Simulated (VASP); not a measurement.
A run of VASP 6.6.1:

Contents of INCAR:

```
SYSTEM = TaN
ALGO     = Normal         ! electronic algorithm
EDIFF    = 1E-6           ! SCF threshold, eV
ENCUT    = 520            ! plane-wave cutoff, eV
GGA      = PE             ! functional
ISIF     = 2              ! what is computed and relaxed
ISMEAR   = -1             ! smearing method
LASPH    = .TRUE.         ! aspherical terms in the spheres
LCHARG   = .FALSE.        ! write CHGCAR
LREAL    = .FALSE.        ! projectors in reciprocal space
LWAVE    = .FALSE.        ! write WAVECAR
NBANDS   = 33             ! bands
NELM     = 100            ! most SCF steps
PREC     = Accurate       ! precision mode
SIGMA    = 0.01           ! smearing width, eV
```

File KPOINTS:

```
k-points
0
G
  6 6 9
  0 0 0
```

The input POSCAR:

```
TaN
1.0
    5.1960008669      0.0000000000      0.0000000000
   -2.5980004334      4.4998687488      0.0000000000
    0.0000000000      0.0000000000      2.9692200000
Ta N
3 3
Direct
    0.3333333333      0.6666666667      0.5000000000
    0.6666666667      0.3333333333      0.5000000000
    0.0000000000      0.0000000000      0.0000000000
    0.3928500000      0.0000000000      0.0000000000
    0.6071500000      0.6071500000      0.0000000000
    0.0000000000      0.3928500000      0.0000000000
```

Potentials or basis: VASP PAW PBE potentials, release 64 (Ta_pv, N).

Command:

```sh
$ cat potpaw_PBE.64/Ta_pv/POTCAR potpaw_PBE.64/N/POTCAR > POTCAR
$ mpirun -np 1 vasp_std > vasp.out
```

Hardware: 1 thread of Intel(R) Xeon(R) 6975P-C (Granite Rapids), with other jobs on the host.

Q: How long does it take, and how much memory?

A: Wall time 30 s on 1 thread of Intel(R) Xeon(R) 6975P-C (Granite Rapids) (shared host), peak memory 0.22 GiB. Counts: scf iterations 14, k points 35.
